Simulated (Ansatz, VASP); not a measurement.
Two plane-wave programs on NiO2

Contents of INCAR:

```
SYSTEM = NiO2
PREC = Accurate ; ENCUT = 600
EDIFF = 1E-6 ; ISMEAR = 0
SIGMA = 0.05 ; LREAL = .False.
LASPH = .True. ; NELM = 120
ALGO = Normal ; ISIF = 2
LWAVE = .False. ; LCHARG = .False.
NBANDS = 22 ; GGA_COMPAT = .False.
```

File KPOINTS:

```
Automatic mesh
0
Gamma
  12 12 6
  0 0 0
```

POSCAR

```
NiO2
1.0
    2.6525108924      0.0000000000      0.0000000000
   -1.3262554462      2.2971418167      0.0000000000
    0.0000000000      0.0000000000      4.5631144882
Ni O
1 2
Direct
    0.0000000000      0.0000000000      0.5000000000
    0.6666666667      0.3333333333      0.7067356968
    0.3333333333      0.6666666667      0.2932643032
```

Input for Ansatz:

```yaml
crystal:
  lattice:
    - [2.6525108924, 0.0, 0.0]
    - [-1.3262554462, 2.2971418167, 0.0]
    - [0.0, 0.0, 4.5631144882]
  atoms:
    - { symbol: Ni, position: [0.0, 0.0, 0.5] }
    - { symbol: O, position: [0.6666666667, 0.3333333333, 0.7067356968] }
    - { symbol: O, position: [0.3333333333, 0.6666666667, 0.2932643032] }
basis:
  ecutwfc: 520.0
kpoints:
  mp_grid: { grid: [12, 12, 6] }
hamiltonian:
  xc: lda
  pseudopotentials: { kind: paw }
scf:
  occupations: { method: gaussian, width: 0.05 }
output:
  forces: true
  stress: true
  eigenvalues: true
```

Alike in both runs: task single point; functional LDA; k mesh 12 × 12 × 6; occupations gaussian, width 0.05 eV; no spin polarisation.

|  | VASP | Ansatz |
| --- | --- | --- |
| version | VASP 6.6.1 | Ansatz 0.2.0 |
| potentials or method | VASP PAW LDA potentials, release 64 (Ni_sv_GW, O), cutoff 600 eV | scalar-relativistic, plane waves, PAW |
| valence electrons in the cell | 30 | 30 |

Ansatz gave:

```
gap on the k mesh at the Fermi level (eV)                     : 1.07
least direct gap on the mesh (eV)                             : 1.29
pressure (GPa)                                                : 18.8
traceless stress, the component that is largest in VASP (GPa) : -11.95
rms of the force components (eV/Å)                            : 0.338
```

Q: Estimate VASP's values.

A: gap on the k mesh at the Fermi level (eV): 1.05; least direct gap on the mesh (eV): 1.28; pressure (GPa): 19.1; traceless stress, the component that is largest in VASP (GPa): -12.82; rms of the force components (eV/Å): 0.413.

LDA's correlation is that of Perdew and Zunger in VASP and of Perdew and Wang (1992) in Ansatz. Atom by atom the forces differ by 0.074 eV/Å (rms over components).
